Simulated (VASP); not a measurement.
# SiC (I-4m2) in VASP: notebook, part 2 of 2

VASP 6.6.1. The steps go on from the part before.

## (3) Single point, r2SCAN (strain +0.040 along x and y, -0.080 along z)

Contents of POSCAR:

```
SiC
1.0
    0.0000000000      2.2609600000      2.0000800000
    2.2609600000      0.0000000000      2.0000800000
    2.2609600000      2.2609600000      0.0000000000
Si C
1 1
Direct
    0.0000000000      0.0000000000      0.0000000000
    0.7500000000      0.7500000000      0.7500000000
```

Contents of INCAR.step1:

```
PREC = Accurate
ENCUT = 520
ISMEAR = 0
SIGMA = 0.05
LREAL = F
LASPH = T
NELM = 60
NBANDS = 11
GGA = PE
ALGO = Normal
EDIFF = 1E-4
LWAVE = T
LCHARG = F
```

Contents of INCAR.step2:

```
PREC = Accurate
ENCUT = 520
EDIFF = 1E-7
ISMEAR = 0
SIGMA = 0.05
LREAL = F
LASPH = T
NELM = 60
ALGO = Normal
ISIF = 2
LWAVE = F
LCHARG = F
METAGGA = R2SCAN
LMIXTAU = T
NBANDS = 11
ISTART = 1
```

Contents of KPOINTS:

```
Automatic mesh
0
Gamma
  12 12 12
```

Potentials or basis: VASP PAW PBE potentials, release 64 (Si, C).

On the command line:

```
cat potpaw_PBE.64/Si/POTCAR potpaw_PBE.64/C/POTCAR > POTCAR
cp INCAR.step1 INCAR
mpirun -np 1 vasp_std > vasp.out
cp INCAR.step2 INCAR
mpirun -np 1 vasp_std > vasp.out
```

OUTCAR:

```text
PREC = Accurate
   ENCUT = 520
   EDIFF = 1E-7
   ISMEAR = 0
   LREAL = F
   LASPH = T
   NELM = 60
   ISIF = 2
   METAGGA = R2SCAN
   ISTART = 1

 ion  position               nearest neighbor table
   1  0.000  0.000  0.000-   2 1.89   2 1.89   2 1.89   2 1.89
   2  0.750  0.750  0.750-   1 1.89   1 1.89   1 1.89   1 1.89

  LATTYP: Found a body centered tetragonal cell.
 ALAT       =     3.1974802960
 C/A-ratio  =     1.2510350744

  Lattice vectors:

[... 513 lines left out ...]
      5      12.9710      0.00000
      6      16.6746      0.00000
      7      16.9014      0.00000
      8      20.4682      0.00000
      9      23.2411      0.00000
     10      25.0451      0.00000
     11      28.7547      0.00000

 [... further k-points ...]
[... 5 lines left out ...]
  --------------------------------------------------------------------------------------
  -------------------------------------------------------------------------------------
  Total       -1.0045671     -1.0045671      2.4124764      0.0000000      0.0000000      0.0000000
  in kB      -78.7093656    -78.7093656    189.0212100      0.0000000      0.0000000      0.0000000
  external PRESSURE =      10.5341596 kB  Pullay stress =       0.0000000 kB

 VOLUME and BASIS-vectors are now :
 -----------------------------------------------------------------------------
  energy-cutoff  :      520.00
  volume of cell :       20.45
      direct lattice vectors                 reciprocal lattice vectors
     0.000000000  2.260960000  2.000080000    -0.221145000  0.221145000  0.249990000
     2.260960000  0.000000000  2.000080000     0.221145000 -0.221145000  0.249990000
     2.260960000  2.260960000  0.000000000     0.221145000  0.221145000 -0.249990000

 POSITION                                       TOTAL-FORCE (eV/Angst)
 -----------------------------------------------------------------------------------
      0.00000      0.00000      0.00000        -0.000000     -0.000000      0.000000
      3.39144      3.39144      3.00012         0.000000      0.000000     -0.000000
 -----------------------------------------------------------------------------------
    total drift:                                0.000000      0.000000      0.000001

  FREE ENERGIE OF THE ION-ELECTRON SYSTEM (eV)
  ---------------------------------------------------
  free  energy   TOTEN  =       -19.1735537915 eV

  energy  without entropy=      -19.1735537915  energy(sigma->0) =      -19.17355379
```

OUTCAR.step1:

```text
PREC = Accurate
   ENCUT = 520
   ISMEAR = 0
   LREAL = F
   LASPH = T
[... 557 lines left out ...]
 -----------------------------------------------------------------------------------
      0.00000      0.00000      0.00000        -0.000000     -0.000000      0.000000
      3.39144      3.39144      3.00012         0.000000      0.000000     -0.000000
 -----------------------------------------------------------------------------------
    total drift:                               -0.000000     -0.000000      0.000000

  FREE ENERGIE OF THE ION-ELECTRON SYSTEM (eV)
  ---------------------------------------------------
  free  energy   TOTEN  =       -14.9127231124 eV

  energy  without entropy=      -14.9127228668  energy(sigma->0) =      -14.91272299
```

OSZICAR.step1:

```text
N       E                     dE             d eps       ncg     rms          rms(c)
DAV:   1     0.335812882085E+01    0.33581E+01   -0.39263E+03  3741   0.614E+02
DAV:   2    -0.162041720194E+02   -0.19562E+02   -0.18690E+02  4428   0.111E+02
DAV:   3    -0.167817127906E+02   -0.57754E+00   -0.57626E+00  4464   0.157E+01
DAV:   4    -0.167838522333E+02   -0.21394E-02   -0.21393E-02  4174   0.120E+00
DAV:   5    -0.167838612611E+02   -0.90278E-05   -0.90277E-05  4426   0.732E-02    0.886E+00
DAV:   6    -0.149706412746E+02    0.18132E+01   -0.64402E+00  3940   0.114E+01    0.390E+00
DAV:   7    -0.149203565888E+02    0.50285E-01   -0.38764E-01  4361   0.357E+00    0.179E+00
DAV:   8    -0.149125611731E+02    0.77954E-02   -0.19649E-02  4087   0.939E-01    0.169E-01
DAV:   9    -0.149126260772E+02   -0.64904E-04   -0.16612E-03  4516   0.232E-01    0.110E-01
DAV:  10    -0.149127231124E+02   -0.97035E-04   -0.21423E-04  3812   0.904E-02
   1 F= -.14912723E+02 E0= -.14912723E+02  d E =-.245619E-06
```

It took 90 s on 1 thread of AMD EPYC 9R45 (Zen 5), shared host; peak memory 0.13 GiB.

What came out:

| Quantity | Value |
| --- | --- |
| Free energy | -19.1736 eV |
| Pressure | 1.1 GPa |
| Band gap on the k mesh | 0.56 eV, indirect (least direct gap 4.97 eV) |

Levels at points of the mesh, in eV from the valence-band top:
```
           k point  band 1  band 2  band 3  band 4  band 5  band 6  band 7  band 8
(0.00, 0.00, 0.00)  -16.79   -0.72   -0.72    0.00    6.40    7.22    7.62    7.62
(0.50, 0.00, 0.00)  -13.08   -9.38   -2.32   -0.95    4.78    6.37    9.10   10.81
(0.50, 0.50, 0.00)  -10.97   -7.52   -4.74   -4.74    0.56    2.87   14.35   14.35
(0.50, 0.00, 0.50)  -11.95   -9.11   -3.40   -3.26    1.71    5.13   12.87   14.52
```

Caveat: the cell differs from its parent crystal (strain +0.040 along x and y, -0.080 along z); the PAW data sets were made with another functional, which shifts forces and pressure a little. A k mesh can miss the band edges.

## (4) Single point, r2SCAN (strain +0.040 along x and y, -0.040 along z)

Contents of POSCAR:

```
SiC
1.0
    0.0000000000      2.2609600000      2.0870400000
    2.2609600000      0.0000000000      2.0870400000
    2.2609600000      2.2609600000      0.0000000000
Si C
1 1
Direct
    0.0000000000      0.0000000000      0.0000000000
    0.7500000000      0.7500000000      0.7500000000
```

Contents of INCAR.step1:

```
SYSTEM = SiC
ALGO = Normal
EDIFF = 1E-4
ENCUT = 520
GGA = PE
ISMEAR = 0
LASPH = .TRUE.
LCHARG = .FALSE.
LREAL = .FALSE.
LWAVE = .TRUE.
NBANDS = 11
NELM = 80
PREC = Accurate
SIGMA = 0.05
```

Contents of INCAR.step2:

```
SYSTEM = SiC
ALGO = Normal
EDIFF = 1E-7
ENCUT = 520
ISIF = 2
ISMEAR = 0
ISTART = 1
LASPH = .TRUE.
LCHARG = .TRUE.
LELF = .TRUE.
LMIXTAU = .TRUE.
LREAL = .FALSE.
LVHAR = .TRUE.
LWAVE = .FALSE.
METAGGA = R2SCAN
NBANDS = 11
NELM = 80
PREC = Accurate
SIGMA = 0.05
```

Contents of KPOINTS:

```
k-points
0
G
  12 12 12
  0 0 0
```

On the command line:

```
cat potpaw_PBE.64/Si/POTCAR potpaw_PBE.64/C/POTCAR > POTCAR
cp INCAR.step1 INCAR
mpirun -np 1 vasp_std > vasp.out
cp INCAR.step2 INCAR
mpirun -np 1 vasp_std > vasp.out
```

Wall time 92 s (1 thread of AMD EPYC 9R45 (Zen 5), shared host); peak memory 0.13 GiB.

It converged, with:

* Free energy: -19.2407 eV
* Pressure: -7.4 GPa
* Band gap on the k mesh: 0.96 eV, indirect (least direct gap 4.93 eV)

Stress tensor (GPa, compression positive):
```
-13.73   0.00   0.00
  0.00 -13.73   0.00
  0.00   0.00   5.28
```

Levels at points of the mesh, in eV from the valence-band top:
```
           k point  band 1  band 2  band 3  band 4  band 5  band 6  band 7  band 8
(0.00, 0.00, 0.00)  -16.28   -0.49   -0.49    0.00    6.07    7.13    7.39    7.39
(0.50, 0.00, 0.00)  -12.75   -8.99   -1.90   -0.99    4.95    6.70    8.29   10.53
(0.50, 0.50, 0.00)  -10.93   -7.62   -4.17   -4.17    0.96    3.41   14.17   14.17
(0.50, 0.00, 0.50)  -11.53   -8.62   -3.35   -3.24    1.69    4.85   13.22   14.58
```

Caveat: the cell differs from its parent crystal (strain +0.040 along x and y, -0.040 along z); the PAW data sets were made with another functional, which shifts forces and pressure a little. A k mesh can miss the band edges.

## (5) Single point, r2SCAN (strain +0.080 along x and y, -0.080 along z)

Contents of POSCAR:

```
SiC
1.0
    0.0000000000      2.3479200000      2.0000800000
    2.3479200000      0.0000000000      2.0000800000
    2.3479200000      2.3479200000      0.0000000000
Si C
1 1
Direct
    0.0000000000      0.0000000000      0.0000000000
    0.7500000000      0.7500000000      0.7500000000
```

Contents of INCAR.step1:

```
ALGO = Normal
EDIFF = 1E-4
ENCUT = 520
GGA = PE
ISMEAR = 0
LASPH = T
LCHARG = F
LREAL = F
LWAVE = T
NBANDS = 11
NELM = 60
PREC = Accurate
SIGMA = 0.05
```

Contents of INCAR.step2:

```
ALGO = Normal
EDIFF = 1E-6
ENCUT = 520
ISIF = 2
ISMEAR = 0
ISTART = 1
LASPH = T
LCHARG = F
LMIXTAU = T
LREAL = F
LWAVE = F
METAGGA = R2SCAN
NBANDS = 11
NELM = 60
PREC = Accurate
SIGMA = 0.05
```

Contents of KPOINTS:

```
k-points
0
Gamma
  12 12 12
```

On the command line:

```
cat potpaw_PBE.64/Si/POTCAR potpaw_PBE.64/C/POTCAR > POTCAR
cp INCAR.step1 INCAR
mpirun -np 1 vasp_std > vasp.out
cp INCAR.step2 INCAR
mpirun -np 1 vasp_std > vasp.out
```

Run time: 80 s. Hardware: 1 thread of AMD EPYC 9R45 (Zen 5), shared host; peak memory 0.14 GiB.

Results (log left out):

```yaml
Free_energy: -19.0011 eV
Pressure: -14.7 GPa
Band_gap_on_the_k_mesh: 0.39 eV, indirect (least direct gap 4.69 eV)
```

Stress tensor (GPa, compression positive):
```
-25.60   0.00   0.00
  0.00 -25.60   0.00
  0.00   0.00   7.21
```

Levels at points of the mesh, in eV from the valence-band top:
| k point | band 2 | band 3 | band 4 | band 5 | band 6 | band 7 |
| --- | --- | --- | --- | --- | --- | --- |
| (0.00, 0.00, 0.00) | -0.88 | -0.88 | 0.00 | 5.26 | 6.48 | 7.05 |
| (0.50, 0.00, 0.00) | -9.09 | -2.56 | -0.96 | 3.73 | 5.77 | 9.00 |
| (0.50, 0.50, 0.00) | -7.15 | -4.88 | -4.88 | 0.39 | 2.07 | 13.24 |
| (0.50, 0.00, 0.50) | -9.12 | -3.25 | -3.06 | 1.79 | 4.95 | 11.45 |

Caveat: the cell differs from its parent crystal (strain +0.080 along x and y, -0.080 along z); the PAW data sets were made with another functional, which shifts forces and pressure a little.

## (6) Summary

| cell | gap on the mesh (eV) | pressure (GPa) |
| --- | --- | --- |
| a = 3.141, b = 3.141, c = 2.952 Å, angles 62.0, 62.0, 56.0°, 2 atoms | 1.02 | 1.4 |
| a = 3.019, b = 3.019, c = 3.197 Å, angles 58.0, 58.0, 64.0°, 2 atoms | 0.56 | 1.1 |
| a = 3.077, b = 3.077, c = 3.197 Å, angles 58.7, 58.7, 62.6°, 2 atoms | 0.96 | -7.4 |
| a = 3.084, b = 3.084, c = 3.320 Å, angles 57.4, 57.4, 65.1°, 2 atoms | 0.39 | -14.7 |

Alike in all rows: task single point; level r2SCAN; potentials or basis VASP PAW PBE potentials, release 64 (Si, C); no spin polarisation; k mesh 12 × 12 × 12; cutoff (eV) 520; smearing gaussian 0.05 eV.

Caveats: the PAW data sets were made with another functional, which shifts forces and pressure a little.

Absolute energies hang on the potentials; compare differences alone.
